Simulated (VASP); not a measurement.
Runs of VASP 6.6.1 on MgS. The structure is that of space group Fm-3m (No. 225), or close to it. The cells are those of the table. 

```csv
task,level,cell,cutoff (eV),smearing,gap on the mesh (eV),pressure (GPa)
single point,PBE,"a = 3.636 Å, angles 60.0°, 2 atoms",520,gaussian 0.02 eV,2.85,3.8
single point,PBE,"a = 3.542 Å, angles 60.0°, 2 atoms",520,gaussian 0.02 eV,3.01,12.1
relaxation of cell and atoms,PBE,"relaxed from a = 3.679 Å, angles 60.0°, 2 atoms",600,gaussian 0.02 eV,2.75,0.0
single point,PBE,"a = 3.698 Å, angles 60.0°, 2 atoms",520,gaussian 0.02 eV,2.74,-0.3
single point,PBE,"a = 3.790 Å, angles 60.0°, 2 atoms",520,gaussian 0.02 eV,2.58,-4.9
single point,PBE,"a = 3.749 Å, angles 60.0°, 2 atoms",520,gaussian 0.02 eV,(b),-3.1
single point,PBE,"a = 3.546 Å, angles 60.0°, 2 atoms",520,gaussian 0.01 eV,3.01,(a)
single point,r2SCAN,"a = 3.670 Å, angles 60.0°, 2 atoms",660,gaussian 0.02 eV,3.45,0.1
single point,PBE,"a = 3.595 Å, angles 60.0°, 2 atoms",520,gaussian 0.02 eV,2.92,7.1
```

Alike in all rows: potentials or basis VASP PAW PBE potentials, release 64 (Mg, S); no spin polarisation; k mesh 8 × 8 × 8.

Estimate the missing entries.

(a) 11.7; (b) 2.65.

Caveats: the PAW data sets were made with another functional, which shifts forces and pressure a little (some runs).

A k mesh can miss the band edges.
